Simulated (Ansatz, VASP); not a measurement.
One calculation of BN, two programs

```
CELL_PARAMETERS angstrom
1.80481 -1.80481 0.00000
1.80481 0.00000 -1.80481
7.36359 7.36359 7.36359
ATOMIC_POSITIONS crystal
B 0.00000 0.00000 0.38804
B 0.33333 0.33333 0.22464
B 0.66667 0.66667 0.55144
B 0.00000 0.00000 0.87824
B 0.33333 0.33333 0.71484
B 0.66667 0.66667 0.06124
N 0.66667 0.66667 0.42889
N 0.00000 0.00000 0.26549
N 0.33333 0.33333 0.59229
N 0.66667 0.66667 0.91909
N 0.00000 0.00000 0.75569
N 0.33333 0.33333 0.10209
```

Alike in both runs: task single point; functional r2SCAN; k mesh 10 × 10 × 2; occupations gaussian, width 0.05 eV; no spin polarisation.

```csv
,VASP,Ansatz
version,VASP 6.6.1,Ansatz 0.2.0
potentials or method,"VASP PAW PBE potentials, release 64 (B, N), cutoff 520 eV","scalar-relativistic, plane waves, PAW"
valence electrons in the cell,48,48
```

|  | VASP | Ansatz | Ansatz less VASP |
| --- | --- | --- | --- |
| gap on the k mesh at the Fermi level (eV) | 4.50 | 4.51 | +0.018 |
| least direct gap on the mesh (eV) | 6.57 | 6.59 | +0.017 |
| pressure (GPa) | -4.0 | -5.0 | -1.05 |
| traceless stress, the component that is largest in VASP (GPa) | -3.88 | -3.84 | +0.038 |
| rms of the force components (eV/Å) | 0.557 | 0.550 | -0.0066 |

VASP's potentials were made for PBE, not for r2SCAN. Atom by atom the forces differ by 0.007 eV/Å (rms over components).
